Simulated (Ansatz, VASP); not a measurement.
# One calculation of Ag, two programs

Contents of INCAR:

```
SYSTEM = Ag
PREC = Accurate
ENCUT = 520
EDIFF = 1E-6
ISMEAR = -1
SIGMA = 0.05
LREAL = .FALSE.
LASPH = .TRUE.
NELM = 60
ALGO = Normal
ISIF = 2
LWAVE = .FALSE.
LCHARG = .TRUE.
GGA = PE
LELF = .TRUE.
LVHAR = .TRUE.
NBANDS = 12
```

KPOINTS

```
Automatic mesh
0
G
  15 15 15
  0 0 0
```

The input POSCAR:

```
Ag
1.0
    0.0000000000      2.0431000000      2.0022380000
    2.0431000000      0.0000000000      2.0022380000
    2.0431000000      2.0431000000      0.0000000000
Ag
1
Direct
    0.0000000000      0.0000000000      0.0000000000
```

Input for Ansatz:

```yaml
crystal:
  lattice:
    - [0.0, 2.0431, 2.002238]
    - [2.0431, 0.0, 2.002238]
    - [2.0431, 2.0431, 0.0]
  atoms:
    - { symbol: Ag, position: [0.0, 0.0, 0.0] }
kpoints:
  mp_grid: { grid: [15, 15, 15] }
  band_path:
    path:
      - [0.0, 0.0, 0.0]
      - [0.0, 0.5, 0.5]
      - [0.25, 0.75, 0.5]
      - [0.0, 0.5, 0.0]
      - [0.0, 0.0, 0.0]
      - [0.5, 0.5, 0.0]
      - [0.3801541025, 0.6198458975, 0.0]
      - [-0.3801541025, 0.3801541025, 0.0]
      - [0.0, 0.0, 0.0]
    npoints: 5
scf:
  occupations: { method: fermi_dirac, width: 0.05 }
hamiltonian:
  xc: pbe
  pseudopotentials: { kind: all_electron, lapw: { basis_error: 0.001 } }
output:
  forces: true
  stress: true
  eigenvalues: true
```

Change from the starting cell: zz strain of -2 %.

Alike in both runs: task single point; functional PBE; k mesh 15 × 15 × 15; occupations fermi-dirac, width 0.05 eV; no spin polarisation.

|  | VASP | Ansatz |
| --- | --- | --- |
| version | VASP 6.6.1 | Ansatz 0.2.0 |
| potentials or method | VASP PAW PBE potentials, release 64 (Ag), cutoff 520 eV | all-electron LAPW, scalar-relativistic |

Ansatz gave:

| Item | Value |
| --- | --- |
| pressure (GPa) | 7.1 |
| traceless stress, the component that is largest in VASP (GPa) | 0.09 |

**Question.** Which values does VASP return?

**Answer.** Pressure (GPa): 6.9; traceless stress, the component that is largest in VASP (GPa): 0.08.

Ansatz ran all-electron here, and VASP with PAW potentials.
